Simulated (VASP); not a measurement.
## Cs: single point with PBE

Cs, a slab with vacuum:

```
Cs
1.0
     5.32979    0.00000    0.00000
    -1.77660    5.02497    0.00000
     0.00000    0.00000   20.00000
Cs
1
Direct
  0.00000 0.00000 0.50000
```

```json
{
  "Program": "VASP 6.6.1",
  "Task": "single point",
  "Functional": "PBE",
  "Potentials or basis": "VASP PAW PBE potentials, release 64 (Cs_sv)",
  "Cutoff": "520 eV",
  "k mesh": "7 × 7 × 1",
  "Occupations": "fermi-dirac, width 0.08 eV",
  "Spin": "no spin polarisation"
}
```

```yaml
Band_gap_on_the_k_mesh: zero (an odd number of electrons rules out a gap without spin polarisation)
```

Levels at points of the mesh, in eV from the Fermi level:
| k point | band 2 | band 3 | band 4 | band 5 | band 6 | band 7 |
| --- | --- | --- | --- | --- | --- | --- |
| (0.00, 0.00, 0.00) | -11.07 | -10.98 | -10.97 | -1.08 | 0.08 | 0.77 |

Run time: 2.3 min on 1 thread of Intel(R) Xeon(R) Platinum 8259CL CPU @ 2.50GHz (Skylake/Cascade Lake), with other jobs on the host, peak memory 0.53 GiB.

Caveat: spin-orbit coupling is left out, which moves the levels of the heavy elements.
